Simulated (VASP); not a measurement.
# Rh (Cmcm) in VASP: further runs

Rh is run at these levels: LDA; tasks: single point.

Program: VASP 6.6.1. These are calculated values, not measurements. Logs are shortened: lines on timing, memory, paths and dates and some standing lists are left out, and cuts for length are marked.

## (1) The cell of the first run

The structure is orthorhombic, space group Cmcm (No. 63). Conventional cell: a = 2.998 Å, b = 4.181 Å, c = 8.349 Å, α = 90.00°, β = 90.00°, γ = 90.00°. Within 3.3 Å of Rh (site symmetry 2/m) lie 12 Rh at 2.51 to 3.00 Å. Within 3.3 Å of Rh (site symmetry m2m) lie 12 Rh at 2.51 to 3.00 Å.

## (2) Single point, LDA

Contents of INCAR:

```
SYSTEM = Rh
PREC = Accurate ; ENCUT = 520
EDIFF = 1E-6 ; ISMEAR = 0
SIGMA = 0.15 ; LREAL = .FALSE.
LASPH = .TRUE. ; NELM = 60
ALGO = Fast ; ISIF = 2
LWAVE = .FALSE. ; LCHARG = .TRUE.
GGA = CA ; LELF = .TRUE.
LVHAR = .TRUE. ; NBANDS = 38
```

Contents of KPOINTS:

```
regular mesh
0
G
  18 18 6
  0 0 0
```

Contents of POSCAR:

```
Rh
1.0
    2.9983168779      0.0000000000      0.0000000000
   -1.4991584390      2.0903429712      0.0000000000
    0.0000000000      0.0000000000      8.3488068906
Rh
4
Direct
    0.0000000000      0.0000000000      0.0000000000
    0.3333333333      0.6666666667      0.2500000000
    0.0000000000      0.0000000000      0.5000000000
    0.6666666667      0.3333333333      0.7500000000
```

Potentials or basis: VASP PAW LDA potentials, release 64 (Rh_pv).

Launch:

```sh
$ cat potpaw_LDA.64/Rh_pv/POTCAR > POTCAR
$ mpirun -np 1 vasp_std > vasp.out
```

OUTCAR:

```text
SYSTEM = Rh
   PREC = Accurate
   ENCUT = 520
   EDIFF = 1E-6
   ISMEAR = 0
   LREAL = .FALSE.
   LASPH = .TRUE.
   NELM = 60
   ISIF = 2
   GGA = CA

 ion  position               nearest neighbor table
   1  0.000  0.000  0.000-   2 2.51   4 2.51   4 2.66   2 2.66   4 2.66   2 2.66
   2  0.333  0.667  0.250-   1 2.51   3 2.51   1 2.66   3 2.66   1 2.66   3 2.66
   3  0.000  0.000  0.500-   2 2.51   4 2.51   4 2.66   2 2.66   4 2.66   2 2.66
   4  0.667  0.333  0.750-   1 2.51   3 2.51   1 2.66   3 2.66   1 2.66   3 2.66

  Warning from LATTYP: Monoclinic adjustment (A1->A3, A2->A1, A3->A2)!
  LATTYP: Found a base centered orthorhombic cell.
 ALAT       =     2.9983168779
 B/A-ratio  =     1.3943442647
 C/A-ratio  =     2.7844978468

  Lattice vectors:

 A1 = (   1.4991584390,  -2.0903429712,   0.0000000000)
 A2 = (   1.4991584389,   2.0903429712,   0.0000000000)
 A3 = (   0.0000000000,   0.0000000000,   8.3488068906)

Analysis of symmetry for initial positions (statically):
=====================================================================
 Subroutine PRICEL returns:
 Original cell was already a primitive cell.

 Routine SETGRP: Setting up the symmetry group for a
 base centered orthorhombic supercell.

 Subroutine GETGRP returns: Found  8 space group operations
 (whereof  4 operations were pure point group operations)
 out of a pool of  8 trial point group operations.

The static configuration has the point symmetry C_2h.
 The point group associated with its full space group is D_2h.

Analysis of symmetry for dynamics (positions and initial velocities):
=====================================================================
 Subroutine PRICEL returns:
 Original cell was already a primitive cell.

 Routine SETGRP: Setting up the symmetry group for a
 base centered orthorhombic supercell.

 Subroutine GETGRP returns: Found  8 space group operations
 (whereof  4 operations were pure point group operations)
 out of a pool of  8 trial point group operations.

The dynamic configuration has the point symmetry C_2h.
 The point group associated with its full space group is D_2h.

 Subroutine INISYM returns: Found  8 space group operations
 (whereof  4 operations are pure point group operations),
 and found     1 'primitive' translations

----------------------------------------------------------------------------------------
[... 83 lines left out ...]
   dimension x,y,z NGXF=    48 NGYF=   40 NGZF=  128
   ions per type =               4
   NGX,Y,Z   is equivalent  to a cutoff of  13.31, 12.93, 12.74 a.u.
   NGXF,Y,Z  is equivalent  to a cutoff of  26.61, 25.85, 25.49 a.u.
 SYSTEM =  Rh
   PREC   = accura    normal or accurate (medium, high low for compatibility)
   ISTART =      0    job   : 0-new  1-cont  2-samecut
   ICHARG =      2    charge: 1-file 2-atom 10-const
   ISPIN  =      1    spin polarized calculation?
   LNONCOLLINEAR =      F non collinear calculations
   LSORBIT =      F    spin-orbit coupling
   LASPH  =      T    aspherical Exc in radial PAW
   ENCUT  =  520.0 eV  38.22 Ry    6.18 a.u.   5.57  4.78 15.52*2*pi/ulx,y,z
   NELM   =     60;   NELMIN=  2; NELMDL= -5     # of ELM steps
   EDIFF  = 0.1E-05   stopping-criterion for ELM
   LREAL  =      F    real-space projection
[... 7 lines left out ...]
   TEBEG  =    0.0;   TEEND  =   0.0 temperature during run
   PSTRESS=    0.0 pullay stress
   NELECT =      60.0000    total number of electrons
   NUPDOWN=      -1.0000    fix difference up-down
   EMIN   =  10.00;   EMAX   =-10.00  energy-range for DOS
   EFERMI =   0.00;   METHOD = LEGACY
   ISMEAR =     0;   SIGMA  =   0.15  broadening in eV -4-tet -1-fermi 0-gaus
   EFERMI_NEDOS =   21; number of points for ismear=-14 and -15
   IALGO  =     68    algorithm
   IMIX   =      4    mixing-type and parameters
     AMIX     =   0.40;   BMIX     =  1.00
     AMIX_MAG =   1.60;   BMIX_MAG =  1.00
  volume/ion in A,a.u.               =      13.08        88.28
  Fermi-wavevector in a.u.,A,eV,Ry     =   1.713505  3.238055 39.948065  2.936100
  Thomas-Fermi vector in A             =   2.791236
   LORBIT       =      0    0 simple, 1 ext, 2 COOP (PROOUT), +10 PAW based schemes
   GGA     = CA    functional components
   LHFCALC =     F    Hartree Fock is set to
   AEXX    =    0.0000 exact exchange contribution
   IVDW    =     0    specifies the selected vdW correction
   LEPSILON=     F    determine dielectric tensor
   LRPA    =     F    only Hartree local field effects (RPA)
 non-spin polarized calculation
 RMM-DIIS sequential band-by-band and
 Gauss-broadening in eV      SIGMA  =   0.15
  energy-cutoff  :      520.00
  volume of cell :       52.33
 maximum number of plane-waves:      1438
   NGX = 11   NGY =  9   NGZ = 31

 number of electron      59.9999994 magnetization

 Free energy of the ion-electron system (eV)
  ---------------------------------------------------
  ext. energy  EPLUGINS =         0.00000000
  ---------------------------------------------------
  free energy    TOTEN  =       -33.72079079 eV

  energy without entropy =      -33.65736910  energy(sigma->0) =      -33.68907994

 E-fermi :  12.5958     XC(G=0): -14.6441

 val. band max:       12.5945195338   @ k =   0.5000   0.1111   0.0000
 cond. band min:      12.5966497315   @ k =   0.1667   0.2222   0.0000
 fundamental gap:      0.0021301977
 Fermi energy:        12.5957596221

 k-point     1 :       0.0000    0.0000    0.0000
  band No.  band energies     occupation
      1     -34.6104      2.00000
      2     -34.1451      2.00000
      3     -34.0929      2.00000
      4     -33.6431      2.00000
      5     -33.6231      2.00000
      6     -33.6068      2.00000
[... 973 lines left out ...]
     37      22.2227      0.00000
     38      24.9337      0.00000

 [... further k-points ...]
[... 5 lines left out ...]
  --------------------------------------------------------------------------------------
  -------------------------------------------------------------------------------------
  Total       -1.1192447     10.4500222      4.1799831     -0.0000000      0.0000000      0.0000000
  in kB      -34.2701592    319.9692931    127.9869272     -0.0000000      0.0000000      0.0000000
  external PRESSURE =     137.8953537 kB  Pullay stress =       0.0000000 kB

 VOLUME and BASIS-vectors are now :
 -----------------------------------------------------------------------------
  energy-cutoff  :      520.00
  volume of cell :       52.33
      direct lattice vectors                 reciprocal lattice vectors
     2.998316878  0.000000000  0.000000000     0.333520452  0.239195198  0.000000000
    -1.499158439  2.090342971  0.000000000     0.000000000  0.478390395  0.000000000
     0.000000000  0.000000000  8.348806891     0.000000000  0.000000000  0.119777594

 POSITION                                       TOTAL-FORCE (eV/Angst)
 -----------------------------------------------------------------------------------
      0.00000      0.00000      0.00000         0.000000      0.000000      0.000000
     -0.00000      1.39356      2.08720        -0.000000      0.977012      0.000000
      0.00000      0.00000      4.17440         0.000000      0.000000      0.000000
      1.49916      0.69678      6.26161         0.000000     -0.977012     -0.000000
 -----------------------------------------------------------------------------------
    total drift:                               -0.000000      0.000000     -0.000000

  FREE ENERGIE OF THE ION-ELECTRON SYSTEM (eV)
  ---------------------------------------------------
  free  energy   TOTEN  =       -33.7207907918 eV

  energy  without entropy=      -33.6573690968  energy(sigma->0) =      -33.68907994
```

Wall time 9 min (1 thread of AMD EPYC 7R13 (Zen 3), shared host); peak memory 0.51 GiB.

What came out:

```
Free energy            : -33.7208 eV
Pressure               : 13.8 GPa
Largest force          : 0.977 eV/Å
Band gap on the k mesh : zero (bands 30 and 31 overlap by 2.53 eV)
```

Forces in eV/Å, atoms in the order of the input:
```
Rh   0.000  0.000  0.000
Rh   0.000  0.977  0.000
Rh   0.000  0.000  0.000
Rh   0.000 -0.977  0.000
```

Caveat: the cell differs from its parent crystal (strain +e along x and -e along y +0.1100, strain +e along z and -e/2 along x and y -0.0367); the stress differs along the axes, from -3 to 32 GPa.

[end of part 1 of 2]
